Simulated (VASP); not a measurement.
Here is a VASP 6.6.1 calculation.

Contents of INCAR:

```
SYSTEM = Na7F8
ALGO     = Normal         ! electronic algorithm
EDIFF    = 1E-6           ! SCF threshold, eV
ENCUT    = 520            ! plane-wave cutoff, eV
GGA      = PE             ! functional
GGA_COMPAT= .FALSE.      
ISIF     = 2              ! what is computed and relaxed
ISMEAR   = -1             ! smearing method
IVDW     = 12             ! dispersion correction
LASPH    = .TRUE.         ! aspherical terms in the spheres
LCHARG   = .TRUE.         ! write CHGCAR
LELF     = .TRUE.         ! ELF
LREAL    = .FALSE.        ! projectors in reciprocal space
LVHAR    = .TRUE.       
LWAVE    = .FALSE.        ! write WAVECAR
NBANDS   = 66             ! bands
NELM     = 120            ! most SCF steps
PREC     = Accurate       ! precision mode
SIGMA    = 0.05           ! smearing width, eV
```

The input KPOINTS:

```
k-points
0
G
  2 2 2
  0 0 0
```

POSCAR

```
Na7F8
1.0
    0.0000000000      4.6340000000      4.6340000000
    4.6340000000      0.0000000000      4.6340000000
    4.6340000000      4.6340000000      0.0000000000
Na F
7 8
Direct
    0.0000000000      0.0000000000      0.0000000000
    0.0000000000      0.0000000000      0.5000000000
    0.0000000000      0.5000000000      0.0000000000
    0.0000000000      0.5000000000      0.5000000000
    0.5000000000      0.0000000000      0.0000000000
    0.5000000000      0.0000000000      0.5000000000
    0.5000000000      0.5000000000      0.0000000000
    0.2500000000      0.2500000000      0.2500000000
    0.2535066897      0.2535066897      0.7464933103
    0.2535066897      0.7464933103      0.2535066897
    0.2535066897      0.7464933103      0.7464933103
    0.7464933103      0.2535066897      0.2535066897
    0.7464933103      0.2535066897      0.7464933103
    0.7464933103      0.7464933103      0.2535066897
    0.7500000000      0.7500000000      0.7500000000
```

Potentials or basis: VASP PAW PBE potentials, release 64 (Na_pv, F).

The run is started by

```console
$ cat potpaw_PBE.64/Na_pv/POTCAR potpaw_PBE.64/F/POTCAR > POTCAR
$ mpirun -np 1 vasp_std > vasp.out
```

Estimate the band gap on the k mesh.

zero (an odd number of electrons rules out a gap without spin polarisation).

Predict the largest force.

0.584 eV/Å.

Forces on the atoms (eV/Å):
```
Na   0.000  0.000  0.000
Na   0.000  0.000  0.000
Na   0.000  0.000  0.000
Na   0.000  0.000  0.000
Na   0.000  0.000  0.000
Na   0.000  0.000  0.000
Na   0.000  0.000  0.000
F    0.000  0.000  0.000
F    0.000  0.000 -0.584
F    0.000 -0.584  0.000
F    0.584  0.000  0.000
F   -0.584  0.000  0.000
F    0.000  0.584  0.000
F    0.000  0.000  0.584
F    0.000  0.000  0.000
```

Caveat: the k points lie up to 0.59 Å⁻¹ apart, too coarse for converged energies and pressures of a metal; an odd number of electrons without spin polarisation forces a metal; a magnetic or distorted state may lie lower.
